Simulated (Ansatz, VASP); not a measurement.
One calculation of Sc, two programs

```xyz
1
Lattice="0.0000 2.2705 2.4521 2.2705 0.0000 2.4521 2.2705 2.2705 0.0000" Properties=species:S:1:pos:R:3 pbc="T T T"
Sc    0.0000    0.0000    0.0000
```

Change from the starting cell: strain +0.000 along x and y, +0.080 along z, atoms carried along.

Alike in both runs: task single point; functional r2SCAN; k mesh 18 × 18 × 18; occupations gaussian, width 0.15 eV; no spin polarisation.

|  | VASP | Ansatz |
| --- | --- | --- |
| version | VASP 6.6.1 | Ansatz 0.2.0 |
| potentials or method | VASP PAW PBE potentials, release 64 (Sc_sv), cutoff 520 eV | scalar-relativistic, plane waves, PAW |
| valence electrons in the cell | 11 | 11 |

```csv
,VASP,Ansatz,Ansatz less VASP
gap on the k mesh at the Fermi level (eV),none,none,-
pressure (GPa),-0.3,-0.4,-0.16
"traceless stress, the component that is largest in VASP (GPa)",-0.94,-0.94,+0.003
```

VASP's potentials were made for PBE, not for r2SCAN. A gap of «none» marks a metal or a gap that the smearing closes. The functional is the same, so the differences come from potentials, cutoffs and numerics.
